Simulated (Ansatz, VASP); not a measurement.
## AlN: VASP beside Ansatz

File INCAR:

```
PREC = Accurate
ENCUT = 520
EDIFF = 1E-6
ISMEAR = 0
SIGMA = 0.05
LREAL = F
LASPH = T
NELM = 60
ALGO = Normal
ISIF = 2
LWAVE = F
LCHARG = F
GGA = PE
NBANDS = 36
```

Contents of KPOINTS:

```
Automatic mesh
0
Gamma
  8 8 2
```

File POSCAR:

```
AlN
1.0
    2.2015871003     -2.2015871003      0.0000000000
    2.2015871003      0.0000000000     -2.2015871003
    9.1732795846      8.8063484012      8.4394172178
Al N
6 6
Direct
    1.0000000000     -0.0659666667      0.3958000000
    0.3333333333      0.2951444444      0.2291333333
    0.6666666667      0.5729222222      0.5624666667
    1.0000000000      0.8507000000      0.8958000000
    0.3333333333      0.2118111111      0.7291333333
    0.6666666667      0.6562555556      0.0624666667
    0.6666666667      0.5937555556      0.4374666667
    1.0000000000     -0.0451333333      0.2708000000
    0.3333333333      0.2326444444      0.6041333333
    0.6666666667      0.5104222222      0.9374666667
    0.0000000000     -0.1284666667      0.7708000000
    0.3333333333      0.3159777778      0.1041333333
```

Input for Ansatz:

```yaml
crystal:
  lattice:
    - [2.2015871003, -2.2015871003, 0.0]
    - [2.2015871003, 0.0, -2.2015871003]
    - [9.1732795846, 8.8063484012, 8.4394172178]
  atoms:
    - { symbol: Al, position: [1.0, -0.0659666667, 0.3958] }
    - { symbol: Al, position: [0.3333333333, 0.2951444444, 0.2291333333] }
    - { symbol: Al, position: [0.6666666667, 0.5729222222, 0.5624666667] }
    - { symbol: Al, position: [1.0, 0.8507, 0.8958] }
    - { symbol: Al, position: [0.3333333333, 0.2118111111, 0.7291333333] }
    - { symbol: Al, position: [0.6666666667, 0.6562555556, 0.0624666667] }
    - { symbol: "N", position: [0.6666666667, 0.5937555556, 0.4374666667] }
    - { symbol: "N", position: [1.0, -0.0451333333, 0.2708] }
    - { symbol: "N", position: [0.3333333333, 0.2326444444, 0.6041333333] }
    - { symbol: "N", position: [0.6666666667, 0.5104222222, 0.9374666667] }
    - { symbol: "N", position: [0.0, -0.1284666667, 0.7708] }
    - { symbol: "N", position: [0.3333333333, 0.3159777778, 0.1041333333] }
basis:
  ecutwfc: 420
kpoints:
  mp_grid: { grid: [8, 8, 2] }
hamiltonian:
  xc: pbe
scf:
  occupations: { method: gaussian, width: 0.05 }
output:
  forces: true
  stress: true
  eigenvalues: true
```

Alike in both runs: task single point; functional PBE; k mesh 8 × 8 × 2; occupations gaussian, width 0.05 eV; no spin polarisation.

|  | VASP | Ansatz |
| --- | --- | --- |
| version | VASP 6.6.1 | Ansatz 0.2.0 |
| potentials or method | VASP PAW PBE potentials, release 64 (Al, N), cutoff 520 eV | scalar-relativistic, plane waves, PAW |
| valence electrons in the cell | 48 | 48 |

|  | VASP | Ansatz | Ansatz less VASP |
| --- | --- | --- | --- |
| gap on the k mesh at the Fermi level (eV) | 3.04 | 3.05 | +0.009 |
| least direct gap on the mesh (eV) | 3.45 | 3.46 | +0.007 |
| pressure (GPa) | -0.6 | -0.3 | +0.30 |
| traceless stress, the component that is largest in VASP (GPa) | -2.41 | -2.40 | +0.011 |
| rms of the force components (eV/Å) | 0.231 | 0.230 | -0.0005 |

Atom by atom the forces differ by 0.001 eV/Å (rms over components). The functional is the same, so the differences come from potentials, cutoffs and numerics.
